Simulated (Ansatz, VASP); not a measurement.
**Cu3O2 in VASP and in Ansatz**

```
CELL_PARAMETERS angstrom
3.86479 0.00000 0.00000
0.00000 3.86479 0.00000
0.00000 0.00000 3.86479
ATOMIC_POSITIONS crystal
Cu 0.50000 0.00000 0.00000
Cu 0.00000 0.50000 0.00000
Cu 0.00000 0.00000 0.50000
O 0.00000 0.00000 0.00000
O 0.50000 0.50000 0.50000
```

Alike in both runs: task relaxation of cell and atoms; functional PBE; k mesh 10 × 10 × 10; occupations gaussian, width 0.1 eV; no spin polarisation.

```csv
,VASP,Ansatz
version,VASP 6.6.1,Ansatz 0.2.0
potentials or method,"VASP PAW PBE potentials, release 64 (Cu, O), cutoff 600 eV","scalar-relativistic, plane waves, PAW"
valence electrons in the cell,45,69
```

VASP gave:

```
gap on the k mesh at the Fermi level, each at its own relaxed structure (eV) : none
relaxed volume (Å³/atom)                                                     : 11.60
relaxed length of the cell vector where the two differ most in proportion (Å)              : 3.871
```

What did Ansatz give for the same quantities?

gap on the k mesh at the Fermi level, each at its own relaxed structure (eV): none; relaxed volume (Å³/atom): 11.55; relaxed length of the cell vector where the two differ most in proportion (Å): 3.865.

A gap of «none» marks a metal or a gap that the smearing closes. VASP's potentials hold 45 valence electrons a cell and Ansatz's 69, so a difference there can come from the potentials and not from the codes.
